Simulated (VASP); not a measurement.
Here is a VASP 6.6.1 calculation.

File INCAR:

```
SYSTEM = Ga4Sb3As
ALGO     = Normal         ! electronic algorithm
EDIFF    = 1E-6           ! SCF threshold, eV
ENCUT    = 520            ! plane-wave cutoff, eV
GGA      = PE             ! functional
ISIF     = 2              ! what is computed and relaxed
ISMEAR   = -1             ! smearing method
LASPH    = .True.         ! aspherical terms in the spheres
LCHARG   = .False.        ! write CHGCAR
LREAL    = .False.        ! projectors in reciprocal space
LWAVE    = .False.        ! write WAVECAR
NBANDS   = 46             ! bands
NELM     = 80             ! most SCF steps
PREC     = Accurate       ! precision mode
SIGMA    = 0.02           ! smearing width, eV
```

KPOINTS

```
k-points
0
Gamma
  6 4 4
  0 0 0
```

Contents of POSCAR:

```
Ga4Sb3As
1.0
    4.3197985558      0.0000000000      0.0000000000
    0.0000000000      4.3179791651      6.0932173238
    0.0000000000     -4.3179791651      6.0932173238
As Sb Ga
1 3 4
Direct
    0.0000000000     -0.0000285725     -0.0000285725
    0.5000000000      0.0003269359      0.4994424707
    0.5000000000      0.4994424707      0.0003269359
    0.0000000000      0.5007385670      0.5007385670
    0.5000000000      0.8833127444      0.8833127444
    0.0000000000      0.8810083147      0.3602212241
    0.0000000000      0.3602212241      0.8810083147
    0.5000000000      0.3749783156      0.3749783156
```

Potentials or basis: VASP PAW PBE potentials, release 64 (As, Sb, Ga_d).

Run with:

```sh
$ cat potpaw_PBE.64/As/POTCAR potpaw_PBE.64/Sb/POTCAR potpaw_PBE.64/Ga_d/POTCAR > POTCAR
$ mpirun -np 1 vasp_std > vasp.out
```

(1) Predict the band gap on the k mesh.

(2) Estimate the largest force.

(3) Estimate the pressure.

Answers

(1) 0.02 eV, direct.

(2) 0.004 eV/Å.

(3) 0.1 GPa.

Caveat: spin-orbit coupling is left out, which moves the levels of the heavy elements.
